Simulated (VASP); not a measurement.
A run of VASP 6.6.1:

File INCAR:

```
  ALGO = Normal
  EDIFF = 1E-7
  ENCUT = 520
  GGA = PE
  ISIF = 2
  ISMEAR = 0
  LASPH = T
  LCHARG = F
  LREAL = F
  LWAVE = F
  NBANDS = 48
  NELM = 60
  PREC = Accurate
  SIGMA = 0.1
```

Contents of KPOINTS:

```
k-points
0
Gamma
  3 3 2
```

The input POSCAR:

```
NbTe
1.0
    5.9269710000      1.0289780000     -0.0019950000
    0.3200110000      4.7513530000     -0.0496900000
    0.5702270000     -0.1881730000      7.2030420000
Te Nb
4 4
Direct
    0.6345100984      0.3691917079      0.6127290364
    0.6015180169      0.6669803637      0.9614979730
    0.3981303460      0.9323977359      0.5040316457
    0.9542683442      0.9501093793      0.0492641443
    0.9255338291      0.8023406054      0.6462584481
    0.8873680940      0.4721728969      0.2746055862
    0.3865821483      0.4226761926      0.2713424427
    0.2994836698      0.2238580376      0.8815593434
```

Potentials or basis: VASP PAW PBE potentials, release 64 (Te, Nb_sv).

The run is started by

```sh
$ cat potpaw_PBE.64/Te/POTCAR potpaw_PBE.64/Nb_sv/POTCAR > POTCAR
$ mpirun -np 1 vasp_std > vasp.out
```

Hardware: 1 thread of Intel Xeon 8259CL (shared host).

Problem. Estimate the wall time of this run.

Solution. It took 5.3 min on 1 thread of Intel Xeon 8259CL (shared host), peak memory 0.32 GiB. Counts: scf iterations 20, k points 10.
